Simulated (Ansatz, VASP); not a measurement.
**TaN: VASP beside Ansatz**

```xyz
2
Lattice="2.9399 0.0000 0.0000 -1.4700 2.5461 0.0000 0.0000 0.0000 2.8902" Properties=species:S:1:pos:R:3 pbc="T T T"
Ta    0.0000    0.0000    1.4451
N     1.4700    0.8487    0.0000
```

Alike in both runs: task electric field gradients; functional PBEsol; k mesh 13 × 13 × 11; occupations fermi-dirac, width 0.05 eV; no spin polarisation.

|  | VASP | Ansatz |
| --- | --- | --- |
| version | VASP 6.6.1 | Ansatz 0.2.0 |
| potentials or method | VASP PAW PBE potentials, release 64 (Ta_sv_GW, N) | PAW with Ansatz's default frozen-core files, scalar-relativistic |
| plane-wave cutoff (eV) | 520 | 420 |
| valence electrons in the cell | 18 | 18 |

VASP gave:

```
pressure (GPa)                                                : -6.5
traceless stress, the component that is largest in VASP (GPa) : -0.93
size of Vzz on the site where it differs most (V/Å²)          : 35.8
```

Problem. Which values does Ansatz return?

Solution. Pressure (GPa): -6.2; traceless stress, the component that is largest in VASP (GPa): -1.01; size of Vzz on the site where it differs most (V/Å²): 53.2.

VASP's potentials were made for PBE, not for PBEsol. The functional is the same, so the differences come from potentials, cutoffs and numerics.

Neither program's run includes spin-orbit coupling.
